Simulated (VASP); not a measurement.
# MgO2 (R-3m) in VASP: a series of runs

The runs below take MgO2 through single point, with r2SCAN.

Program: VASP 6.6.1. These are calculated values, not measurements. Logs are shortened: lines on timing, memory, paths and dates and some standing lists are left out, and cuts for length are marked.

### Step 1. The cell of the first run

Symmetry: R-3m, No. 166, trigonal system. Conventional cell: a = 2.953 Å, b = 2.953 Å, c = 10.482 Å, α = 90.00°, β = 90.00°, γ = 120.00°. Within 2.6 Å of Mg (site symmetry -3m) lie 6 O at 1.98 Å. Within 2.0 Å of O (site symmetry 3m) lie 1 O at 1.49 Å and 3 Mg at 1.98 Å.

### Step 2. Single point, r2SCAN (strain -0.080 along x and y, +0.000 along z)

POSCAR

```
MgO2
1.0
    1.4763801347      0.8523884682      3.4939788749
   -1.4763801347      0.8523884682      3.4939788749
    0.0000000000     -1.7047769364      3.4939788749
Mg O
1 2
Direct
    0.0000000000      0.0000000000      0.0000000000
    0.4287860000      0.4287860000      0.4287860000
    0.5712140000      0.5712140000      0.5712140000
```

INCAR.step1

```
SYSTEM = MgO2
ALGO = Normal ; EDIFF = 1E-5
ENCUT = 920 ; GGA = PE
GGA_COMPAT = .FALSE. ; ISMEAR = 0
LASPH = .TRUE. ; LCHARG = .FALSE.
LREAL = .FALSE. ; LWAVE = .TRUE.
NBANDS = 18 ; NELM = 120
PREC = Accurate ; SIGMA = 0.05
```

INCAR.step2

```
SYSTEM = MgO2
ALGO = Normal ; EDIFF = 1E-6
ENCUT = 920 ; GGA_COMPAT = .FALSE.
ISIF = 2 ; ISMEAR = 0
ISTART = 1 ; LASPH = .TRUE.
LCHARG = .TRUE. ; LELF = .TRUE.
LMIXTAU = .TRUE. ; LREAL = .FALSE.
LVHAR = .TRUE. ; LWAVE = .FALSE.
METAGGA = R2SCAN ; NBANDS = 18
NELM = 120 ; PREC = Accurate
SIGMA = 0.05
```

KPOINTS

```
k-points
0
G
  12 12 12
  0 0 0
```

Potentials or basis: VASP PAW PBE potentials, release 64 (Mg_sv, O).

Launch:

```console
$ cat potpaw_PBE.64/Mg_sv/POTCAR potpaw_PBE.64/O/POTCAR > POTCAR
$ cp INCAR.step1 INCAR
$ mpirun -np 1 vasp_std > vasp.out
$ cp INCAR.step2 INCAR
$ mpirun -np 1 vasp_std > vasp.out
```

OUTCAR:

```text
SYSTEM = MgO2
   EDIFF = 1E-6
   ENCUT = 920
   ISIF = 2
   ISMEAR = 0
   ISTART = 1
   LASPH = .TRUE.
   LREAL = .FALSE.
   METAGGA = R2SCAN
   NELM = 120
   PREC = Accurate

 ion  position               nearest neighbor table
   1  0.000  0.000  0.000-   3 1.98   3 1.98   2 1.98   2 1.98   3 1.98   2 1.98
   2  0.429  0.429  0.429-   3 1.49   1 1.98   1 1.98   1 1.98
   3  0.571  0.571  0.571-   2 1.49   1 1.98   1 1.98   1 1.98

  LATTYP: Found a trigonal (rhomboedric) cell.
 ALAT       =     3.8876924751
 COS(alpha) =     0.7115685763

  Lattice vectors:

 A1 = (   1.4763801347,   0.8523884682,   3.4939788749)
 A2 = (  -1.4763801347,   0.8523884682,   3.4939788749)
 A3 = (   0.0000000000,  -1.7047769364,   3.4939788749)

Analysis of symmetry for initial positions (statically):
=====================================================================
 Subroutine PRICEL returns:
 Original cell was already a primitive cell.

 Routine SETGRP: Setting up the symmetry group for a
 trigonal (rhombohedral) supercell.

 Subroutine GETGRP returns: Found 12 space group operations
 (whereof 12 operations were pure point group operations)
 out of a pool of 12 trial point group operations.

The static configuration has the point symmetry D_3d.

Analysis of symmetry for dynamics (positions and initial velocities):
=====================================================================
 Subroutine PRICEL returns:
 Original cell was already a primitive cell.

 Routine SETGRP: Setting up the symmetry group for a
 trigonal (rhombohedral) supercell.

 Subroutine GETGRP returns: Found 12 space group operations
 (whereof 12 operations were pure point group operations)
 out of a pool of 12 trial point group operations.

The dynamic configuration has the point symmetry D_3d.

 Subroutine INISYM returns: Found 12 space group operations
 (whereof 12 operations are pure point group operations),
 and found     1 'primitive' translations

----------------------------------------------------------------------------------------

                                     Primitive cell

  volume of cell :      26.3820

  direct lattice vectors                    reciprocal lattice vectors
     1.476380135  0.852388468  3.493978875     0.338666166  0.195529002  0.095402218
    -1.476380135  0.852388468  3.493978875    -0.338666166  0.195529002  0.095402218
     0.000000000 -1.704776936  3.493978875     0.000000000 -0.391058004  0.095402218

  length of vectors
     3.887692475  3.887692475  3.887692475     0.402526951  0.402526951  0.402526951

  position of ions in fractional coordinates (direct lattice)
     0.000000000  0.000000000  0.000000000
     0.428786000  0.428786000  0.428786000
     0.571214000  0.571214000  0.571214000

  ion indices of the primitive-cell ions
   primitive index   ion index
                 1           1
                 2           2
                 3           3

----------------------------------------------------------------------------------------

 KPOINTS: k-points

Automatic generation of k-mesh.
 Grid dimensions read from file:
 generate k-points for:   12   12   12

 Generating k-lattice:

  Cartesian coordinates                     Fractional coordinates (reciprocal lattice)
     0.028222181  0.016294084  0.007950185     0.083333333  0.000000000 -0.000000000
    -0.028222181  0.016294084  0.007950185     0.000000000  0.083333333 -0.000000000
     0.000000000 -0.032588167  0.007950185    -0.000000000 -0.000000000  0.083333333

  Length of vectors
     0.033543913  0.033543913  0.033543913

  Shift w.r.t. Gamma in fractional coordinates (k-lattice)
     0.000000000  0.000000000  0.000000000

 Subroutine IBZKPT returns following result:
 ===========================================

 Found    189 irreducible k-points:

 Following reciprocal coordinates:
            Coordinates               Weight
  0.000000  0.000000  0.000000      1.000000
  0.083333 -0.000000  0.000000      6.000000
  0.166667 -0.000000  0.000000      6.000000
  0.250000 -0.000000  0.000000      6.000000
  0.333333 -0.000000  0.000000      6.000000
  0.416667 -0.000000  0.000000      6.000000
[... 16 lines left out ...]
  0.500000  0.166667  0.000000     12.000000
 -0.416667  0.166667  0.000000     12.000000
 [... further k-points ...]
   k-points           NKPTS =    189   k-points in BZ     NKDIM =    189   number of bands    NBANDS=     18
   number of dos      NEDOS =    301   number of ions     NIONS =      3
   total plane-waves  NPLWV =  64000
   dimension x,y,z NGX =    40 NGY =   40 NGZ =   40
   dimension x,y,z NGXF=    80 NGYF=   80 NGZF=   80
   ions per type =               1   2
   NGX,Y,Z   is equivalent  to a cutoff of  17.10, 17.10, 17.10 a.u.
   NGXF,Y,Z  is equivalent  to a cutoff of  34.21, 34.21, 34.21 a.u.
 SYSTEM =  MgO2
   PREC   = accura    normal or accurate (medium, high low for compatibility)
   ISTART =      1    job   : 0-new  1-cont  2-samecut
   ICHARG =      0    charge: 1-file 2-atom 10-const
   ISPIN  =      1    spin polarized calculation?
   LNONCOLLINEAR =      F non collinear calculations
   LSORBIT =      F    spin-orbit coupling
   LASPH  =      T    aspherical Exc in radial PAW
   ENCUT  =  920.0 eV  67.62 Ry    8.22 a.u.   9.61  9.61  9.61*2*pi/ulx,y,z
   NELM   =    120;   NELMIN=  2; NELMDL=  0     # of ELM steps
   EDIFF  = 0.1E-05   stopping-criterion for ELM
   LREAL  =      F    real-space projection
   EDIFFG = 0.1E-04   stopping-criterion for IOM
   NSW    =      0    number of steps for IOM
   IBRION =     -1    ionic relax: 0-MD 1-quasi-New 2-CG
   NFREE  =      0    steps in history (QN), initial steepest desc. (CG)
   ISIF   =      2    stress and relaxation
   ISYM   =      2    0-nonsym 1-usesym 2-fastsym
   POTIM  = 0.5000    time-step for ionic-motion
   TEBEG  =    0.0;   TEEND  =   0.0 temperature during run
   PSTRESS=    0.0 pullay stress
   NELECT =      22.0000    total number of electrons
   NUPDOWN=      -1.0000    fix difference up-down
   EMIN   =  10.00;   EMAX   =-10.00  energy-range for DOS
   EFERMI =   0.00;   METHOD = LEGACY
   ISMEAR =     0;   SIGMA  =   0.05  broadening in eV -4-tet -1-fermi 0-gaus
   EFERMI_NEDOS =   21; number of points for ismear=-14 and -15
   IALGO  =     38    algorithm
   IMIX   =      4    mixing-type and parameters
     AMIX     =   0.40;   BMIX     =  1.00
     AMIX_MAG =   1.60;   BMIX_MAG =  1.00
  volume/ion in A,a.u.               =       8.79        59.34
  Fermi-wavevector in a.u.,A,eV,Ry     =   1.540920  2.911916 32.306123  2.374433
  Thomas-Fermi vector in A             =   2.646939
   LORBIT       =      0    0 simple, 1 ext, 2 COOP (PROOUT), +10 PAW based schemes
   METAGGA = R2SCAN    functional components
   LHFCALC =     F    Hartree Fock is set to
   AEXX    =    0.0000 exact exchange contribution
   IVDW    =     0    specifies the selected vdW correction
   LEPSILON=     F    determine dielectric tensor
   LRPA    =     F    only Hartree local field effects (RPA)
 non-spin polarized calculation
 Gauss-broadening in eV      SIGMA  =   0.05
  energy-cutoff  :      920.00
  volume of cell :       26.38
 maximum number of plane-waves:      1694
   NGX = 19   NGY = 19   NGZ = 19

 number of electron      21.9999998 magnetization

 Free energy of the ion-electron system (eV)
  ---------------------------------------------------
  ext. energy  EPLUGINS =         0.00000000
  ---------------------------------------------------
  free energy    TOTEN  =       -21.26478290 eV

  energy without entropy =      -21.26478290  energy(sigma->0) =      -21.26478290

 E-fermi :   3.4693     XC(G=0): -11.9807

 val. band max:        3.1964551927   @ k =   0.5000   0.5000   0.5000
 cond. band min:       5.7611874674   @ k =   0.5000   0.5000   0.5000
 fundamental gap:      2.5647322747
 Fermi energy:         3.4693128041

 k-point     1 :       0.0000    0.0000    0.0000
  band No.  band energies     occupation
      1     -72.2712      2.00000
      2     -37.3872      2.00000
      3     -37.3872      2.00000
      4     -37.3816      2.00000
      5     -19.6437      2.00000
      6     -12.7008      2.00000
[... 10 lines left out ...]
     17      20.8528      0.00000
     18      23.9048      0.00000

 k-point     2 :       0.0833   -0.0000    0.0000
  band No.  band energies     occupation
      1     -72.2708      2.00000
      2     -37.3933      2.00000
      3     -37.3885      2.00000
      4     -37.3805      2.00000
      5     -19.5917      2.00000
      6     -12.7179      2.00000
[... 10 lines left out ...]
     17      21.1077      0.00000
     18      23.4483      0.00000

 k-point     3 :       0.1667   -0.0000    0.0000
  band No.  band energies     occupation
      1     -72.2695      2.00000
      2     -37.4100      2.00000
      3     -37.3918      2.00000
      4     -37.3775      2.00000
      5     -19.4465      2.00000
      6     -12.7647      2.00000
[... 10 lines left out ...]
     17      21.8449      0.00000
     18      22.4792      0.00000

 k-point     4 :       0.2500   -0.0000    0.0000
  band No.  band energies     occupation
      1     -72.2677      2.00000
      2     -37.4325      2.00000
      3     -37.3963      2.00000
      4     -37.3734      2.00000
      5     -19.2402      2.00000
      6     -12.8298      2.00000
[... 375 lines left out ...]
      4     -37.3684      2.00000
      5     -18.8978      2.00000
      6     -13.0985      2.00000
[... 10 lines left out ...]
     17      21.2272      0.00000
     18      24.1636      0.00000

 k-point    23 :       0.5000    0.1667    0.0000
  band No.  band energies     occupation
      1     -72.2642      2.00000
      2     -37.4649      2.00000
      3     -37.4172      2.00000
      4     -37.3656      2.00000
      5     -18.7752      2.00000
      6     -13.0702      2.00000
[... 10 lines left out ...]
     17      20.6079      0.00000
     18      24.5977      0.00000

 k-point    24 :      -0.4167    0.1667    0.0000
  band No.  band energies     occupation
      1     -72.2638      2.00000
      2     -37.4688      2.00000
      3     -37.4195      2.00000
      4     -37.3644      2.00000
      5     -18.7486      2.00000
      6     -12.9981      2.00000
[... 10 lines left out ...]
     17      20.3364      0.00000
     18      24.4947      0.00000

 [... further k-points ...]
[... 5 lines left out ...]
  --------------------------------------------------------------------------------------
  -------------------------------------------------------------------------------------
  Total        4.6785452      4.6785452      0.1769825      0.0000000      0.0000000      0.0000000
  in kB      284.1280586    284.1280586     10.7481502      0.0000000      0.0000000      0.0000000
  external PRESSURE =     193.0014225 kB  Pullay stress =       0.0000000 kB

 VOLUME and BASIS-vectors are now :
 -----------------------------------------------------------------------------
  energy-cutoff  :      920.00
  volume of cell :       26.38
      direct lattice vectors                 reciprocal lattice vectors
     1.476380135  0.852388468  3.493978875     0.338666166  0.195529002  0.095402218
    -1.476380135  0.852388468  3.493978875    -0.338666166  0.195529002  0.095402218
     0.000000000 -1.704776936  3.493978875     0.000000000 -0.391058004  0.095402218

 POSITION                                       TOTAL-FORCE (eV/Angst)
 -----------------------------------------------------------------------------------
      0.00000      0.00000      0.00000         0.000000     -0.000000      0.000000
      0.00000      0.00000      4.49451        -0.000000      0.000000      1.411656
      0.00000      0.00000      5.98743        -0.000000     -0.000000     -1.411656
 -----------------------------------------------------------------------------------
    total drift:                                0.000000     -0.000000      0.000000

  FREE ENERGIE OF THE ION-ELECTRON SYSTEM (eV)
  ---------------------------------------------------
  free  energy   TOTEN  =       -21.2647828990 eV

  energy  without entropy=      -21.2647828990  energy(sigma->0) =      -21.26478290
```

It took 6.9 min on 1 thread of Intel Xeon 6975P-C (Granite Rapids), shared host; peak memory 0.37 GiB.

What came out:

- Free energy: -21.2648 eV
- Pressure: 19.3 GPa
- Largest force: 1.412 eV/Å
- Band gap on the k mesh: 2.56 eV

Forces in eV/Å, atoms in the order of the input:
```
Mg   0.000  0.000  0.000
O    0.000  0.000  1.412
O    0.000  0.000 -1.412
```

Stress tensor (GPa, compression positive):
```
28.41  0.00  0.00
 0.00 28.41  0.00
 0.00  0.00  1.07
```

Caveat: the cell differs from its parent crystal (strain -0.080 along x and y, +0.000 along z); the stress differs along the axes, from 1 to 28 GPa; the PAW data sets were made with another functional, which shifts forces and pressure a little.

### Step 3. Single point, r2SCAN (strain +0.000 along x and y, +0.040 along z)

POSCAR

```
MgO2
1.0
    1.6047610160      0.9265092046      3.6337380299
   -1.6047610160      0.9265092046      3.6337380299
    0.0000000000     -1.8530184092      3.6337380299
Mg O
1 2
Direct
    0.0000000000      0.0000000000      0.0000000000
    0.4287860000      0.4287860000      0.4287860000
    0.5712140000      0.5712140000      0.5712140000
```

INCAR.step1

```
SYSTEM = MgO2
PREC = Accurate
ENCUT = 920
ISMEAR = 0
SIGMA = 0.05
LREAL = .FALSE.
LASPH = .TRUE.
NELM = 120
NBANDS = 18
GGA = PE
ALGO = Normal
EDIFF = 1E-5
LWAVE = .TRUE.
LCHARG = .FALSE.
GGA_COMPAT = .FALSE.
```

INCAR.step2

```
SYSTEM = MgO2
PREC = Accurate
ENCUT = 920
EDIFF = 1E-6
ISMEAR = 0
SIGMA = 0.05
LREAL = .FALSE.
LASPH = .TRUE.
NELM = 120
ALGO = Normal
ISIF = 2
LWAVE = .FALSE.
LCHARG = .FALSE.
METAGGA = R2SCAN
LMIXTAU = .TRUE.
NBANDS = 18
ISTART = 1
GGA_COMPAT = .FALSE.
```

KPOINTS

```
Automatic mesh
0
G
  12 12 12
  0 0 0
```

Potentials or basis: VASP PAW PBE potentials, release 64 (Mg_sv, O).

Launch:

```console
$ cat potpaw_PBE.64/Mg_sv/POTCAR potpaw_PBE.64/O/POTCAR > POTCAR
$ cp INCAR.step1 INCAR
$ mpirun -np 1 vasp_std > vasp.out
$ cp INCAR.step2 INCAR
$ mpirun -np 1 vasp_std > vasp.out
```

Wall time 16 min (1 thread of Intel Xeon Platinum 8488C (Sapphire Rapids), shared host); peak memory 0.42 GiB.

Results (log left out):

```
Free energy            : -21.4510 eV
Pressure               : -11.0 GPa
Largest force          : 0.905 eV/Å
Band gap on the k mesh : 2.15 eV
```

Forces in eV/Å, atoms in the order of the input:
```
Mg   0.000  0.000  0.000
O    0.000  0.000  0.905
O    0.000  0.000 -0.905
```

Stress tensor (GPa, compression positive):
```
 -4.99   0.00   0.00
  0.00  -4.99   0.00
  0.00   0.00 -22.88
```

Levels at points of the mesh, in eV from the valence-band top:
```
           k point  band 9  band 10  band 11  band 12  band 13  band 14
(0.00, 0.00, 0.00)   -2.90    -0.71    -0.71     4.92     5.56    12.63
(0.50, 0.00, 0.00)   -3.25    -1.19    -1.14     4.18     9.66    11.41
(0.50, 0.50, 0.00)   -3.86    -2.08    -0.17     3.45     9.11    12.16
(0.50, 0.50, 0.50)   -3.38     0.00     0.00     2.15     6.20    10.04
```

Caveat: the cell differs from its parent crystal (strain +0.000 along x and y, +0.040 along z); the stress differs along the axes, from -23 to -5 GPa; the PAW data sets were made with another functional, which shifts forces and pressure a little. A k mesh can miss the band edges.

### Step 4. Single point, r2SCAN (strain -0.040 along x and y, +0.040 along z)

POSCAR

```
MgO2
1.0
    1.5405705754      0.8894488364      3.6337380299
   -1.5405705754      0.8894488364      3.6337380299
    0.0000000000     -1.7788976728      3.6337380299
Mg O
1 2
Direct
    0.0000000000      0.0000000000      0.0000000000
    0.4287860000      0.4287860000      0.4287860000
    0.5712140000      0.5712140000      0.5712140000
```

INCAR.step1 is that of step 3.

Changes to INCAR.step2 since step 3:

```diff
@@ -12,5 +12,7 @@
 LWAVE = .FALSE.
-LCHARG = .FALSE.
+LCHARG = .TRUE.
 METAGGA = R2SCAN
 LMIXTAU = .TRUE.
+LELF = .TRUE.
+LVHAR = .TRUE.
 NBANDS = 18
```

KPOINTS is that of step 3.

Launch:

```console
$ cat potpaw_PBE.64/Mg_sv/POTCAR potpaw_PBE.64/O/POTCAR > POTCAR
$ cp INCAR.step1 INCAR
$ mpirun -np 1 vasp_std > vasp.out
$ cp INCAR.step2 INCAR
$ mpirun -np 1 vasp_std > vasp.out
```

Wall time 13 min (1 thread of Intel Xeon Platinum 8488C (Sapphire Rapids), shared host); peak memory 0.4 GiB.

The run converged. Its results:

* Free energy: -21.4367 eV
* Pressure: -2.9 GPa
* Largest force: 1.399 eV/Å
* Band gap on the k mesh: 1.97 eV

Forces in eV/Å, atoms in the order of the input:
```
Mg   0.000  0.000  0.000
O    0.000  0.000  1.399
O    0.000  0.000 -1.399
```

Stress tensor (GPa, compression positive):
```
  7.36   0.00   0.00
  0.00   7.36   0.00
  0.00   0.00 -23.43
```

Levels at points of the mesh, in eV from the valence-band top:
```
           k point  band 7  band 8  band 9  band 10  band 11  band 12  band 13  band 14  band 15  band 16
(0.00, 0.00, 0.00)   -7.41   -2.83   -2.83    -0.75    -0.75     4.86     6.34    13.13    14.92    17.08
(0.50, 0.00, 0.00)   -6.34   -5.87   -3.28    -1.47    -1.20     4.04    10.34    12.67    14.28    15.25
(0.50, 0.50, 0.00)   -5.73   -5.25   -3.86    -2.35    -0.27     3.30     9.77    13.18    13.95    14.10
(0.50, 0.50, 0.50)   -4.67   -3.35   -3.35     0.00     0.00     1.97     6.82    10.78    16.87    16.87
```

Caveat: the cell differs from its parent crystal (strain -0.040 along x and y, +0.040 along z); the stress differs along the axes, from -23 to 7 GPa; the PAW data sets were made with another functional, which shifts forces and pressure a little.

### Step 5. The runs side by side

```tsv
cell	gap on the mesh (eV)	pressure (GPa)	largest force (eV/Å)
a = 3.888 Å, angles 44.6°, 3 atoms	2.56	19.3	1.41
a = 4.079 Å, angles 46.3°, 3 atoms	2.15	-11.0	0.90
a = 4.046 Å, angles 44.8°, 3 atoms	1.97	-2.9	1.40
```

Alike in all rows: task single point; level r2SCAN; potentials or basis VASP PAW PBE potentials, release 64 (Mg_sv, O); no spin polarisation; k mesh 12 × 12 × 12; cutoff (eV) 920; smearing gaussian 0.05 eV.

Caveats: the PAW data sets were made with another functional, which shifts forces and pressure a little; the stress differs along the axes, from 1 to 28 GPa (at least some runs); the stress differs along the axes, from -23 to -5 GPa (at least some runs); the stress differs along the axes, from -23 to 7 GPa (at least some runs).

Total energies depend on the potentials used, so only differences within one code and one set of settings carry meaning.
